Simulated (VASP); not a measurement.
Nb3Tl, 8 atoms in the cell. Symmetry: Pm-3n, No. 223, cubic system. The conventional cell has a = 5.297 Å, b = 5.297 Å, c = 5.297 Å, α = 90.00°, β = 90.00°, γ = 90.00°. Within 3.5 Å of Nb (site symmetry -4m2) lie 10 Nb at 2.65 to 3.24 Å and 4 Tl at 2.96 Å. Within 3.9 Å of Tl (site symmetry m-3) lie 12 Nb at 2.96 Å. 

* Program: VASP 6.6.1
* Task: single point
* Functional: PBE
* Potentials or basis: VASP PAW PBE potentials, release 64 (Nb_sv, Tl_d)
* Cutoff: 520 eV
* k mesh: 5 × 5 × 5
* Occupations: fermi-dirac, width 0.05 eV
* Spin: no spin polarisation
* Dipole correction: no
* Further INCAR settings: ALGO = Normal; EDIFF = 1e-07; NBANDS = 62

Potentials or basis: VASP PAW PBE potentials, release 64 (Nb_sv, Tl_d).

Launch:

```bash
$ cat potpaw_PBE.64/Nb_sv/POTCAR potpaw_PBE.64/Tl_d/POTCAR > POTCAR
$ mpirun -np 1 vasp_std > vasp.out
```

Hardware: 1 thread of Intel(R) Xeon(R) 6975P-C (Granite Rapids) (shared host).

Question: How long does it take, and how much memory?

Answer: Wall time 85 s on 1 thread of Intel(R) Xeon(R) 6975P-C (Granite Rapids), on a shared host, peak memory 0.27 GiB. Counts: scf iterations 16, k points 10.
